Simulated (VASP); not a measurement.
A run of VASP 6.6.1 is set up as follows.

The input INCAR:

```
SYSTEM = Ga3As3CO
  PREC = Accurate
  ENCUT = 520
  EDIFF = 1E-6
  ISMEAR = 0
  SIGMA = 0.05
  LREAL = .FALSE.
  LASPH = .TRUE.
  NELM = 120
  ALGO = Normal
  ISIF = 2
  LWAVE = .FALSE.
  LCHARG = .TRUE.
  LDIPOL = .TRUE.
  IDIPOL = 3
  DIPOL = 0.5 0.5 0.320
  GGA = PE
  IVDW = 12
  LELF = .TRUE.
  LVHAR = .TRUE.
  LVACPOTAV = .TRUE.
  NBANDS = 57
  GGA_COMPAT = .FALSE.
  NELMDL = -8
```

Contents of KPOINTS:

```
Automatic mesh
0
G
  7 5 1
  0 0 0
```

File POSCAR:

```
Ga3As3CO
1.0
    4.0137031111      0.0000000000      0.0000000000
    0.0000000000      5.6762333751      0.0000000000
    0.0000000000      0.0000000000     23.3352699083
Ga As O C
3 3 1 1
Direct
    0.5000000000      0.5000000000      0.1714143447
    0.0000000000      0.0653835255      0.2680035048
    0.5000000000      0.4894639609      0.3228546357
    0.0000000000      0.2500000000      0.1714143447
    0.5000000000      0.8102208698      0.2504948966
    0.0000000000      0.2887573198      0.3593388866
    0.5000000000      0.6220906532      0.4836142866
    0.5000000000      0.6220906532      0.5328959107
```

Potentials or basis: VASP PAW PBE potentials, release 64 (Ga_d, As_d, O, C).

Launch:

```bash
$ cat potpaw_PBE.64/Ga_d/POTCAR potpaw_PBE.64/As_d/POTCAR potpaw_PBE.64/O/POTCAR potpaw_PBE.64/C/POTCAR > POTCAR
$ mpirun -np 1 vasp_std > vasp.out
```

(1) Predict the largest force.

(2) Predict the band gap on the k mesh.

Answers

(1) 1.101 eV/Å.

(2) 0.41 eV (least direct gap 0.75 eV).
